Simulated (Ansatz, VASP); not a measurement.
## Two plane-wave programs on Nb

```xyz
3
Lattice="1.4060 0.8117 7.8263 -1.4060 0.8117 7.8263 0.0000 -1.6235 7.8263" Properties=species:S:1:pos:R:3 pbc="T T T"
Nb    0.0000    0.0000    0.0000
Nb    0.0000    0.0000    5.2201
Nb    0.0000    0.0000   18.2588
```

Alike in both runs: functional PBEsol; k mesh 6 × 6 × 6; occupations gaussian, width 0.1 eV; no spin polarisation.

Ansatz relaxed the structure, and its values are those at the end. VASP's run is a single point on that final structure, the one shown.

```csv
,VASP,Ansatz
version,VASP 6.6.1,Ansatz 0.2.0
potentials or method,"VASP PAW PBE potentials, release 64 (Nb_sv), cutoff 520 eV","scalar-relativistic, plane waves, PAW"
valence electrons in the cell,39,39
```

```csv
,VASP,Ansatz,Ansatz less VASP
gap on the k mesh at the Fermi level (eV),none,none,-
pressure (GPa),0.0,0.3,+0.30
rms of the force components (eV/Å),0.004,0.004,-0.0002
```

VASP's potentials were made for PBE, not for PBEsol. A gap of «none» marks a metal or a gap that the smearing closes.

The k mesh is coarse, so the values compare programs but aren't converged.
